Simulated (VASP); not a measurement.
## I: single point with r2SCAN

The system is I.

```
CELL_PARAMETERS angstrom
0.00000 2.86643 2.86643
2.86643 0.00000 2.86643
2.86643 2.86643 0.00000
ATOMIC_POSITIONS crystal
I 0.00000 0.00000 0.00000
```

| Quantity | Value |
| --- | --- |
| Program | VASP 6.6.1 |
| Task | single point |
| Functional | r2SCAN |
| Potentials or basis | VASP PAW PBE potentials, release 64 (I) |
| Cutoff | 520 eV |
| k mesh | 6 × 6 × 6 |
| Occupations | gaussian, width 0.1 eV |
| Spin | no spin polarisation |

The pressure is -3.4 GPa. The band gap on the k mesh is zero (an odd number of electrons rules out a gap without spin polarisation).

Levels at points of the mesh, in eV from the Fermi level:
```
           k point  band 1  band 2  band 3  band 4  band 5  band 6  band 7  band 8  band 9
(0.00, 0.00, 0.00)  -12.30    0.60    0.60    0.60    6.84   10.38   10.38   10.38   13.04
(0.50, 0.00, 0.00)  -11.60   -2.79    0.18    0.18    7.36    9.93    9.93   11.73   14.39
(0.50, 0.50, 0.00)  -11.36   -2.51   -0.65   -0.65    6.24    7.13   14.87   15.81   16.35
```

Wall time 19 s on 1 thread of Intel(R) Xeon(R) 6975P-C (Granite Rapids), with other jobs on the host, peak memory 0.16 GiB.

Caveat: the cell stands under tension; the PAW data sets were made with another functional, which shifts forces and pressure a little; spin-orbit coupling is left out, which moves the levels of the heavy elements; an odd number of electrons without spin polarisation forces a metal; a magnetic or distorted state may lie lower.
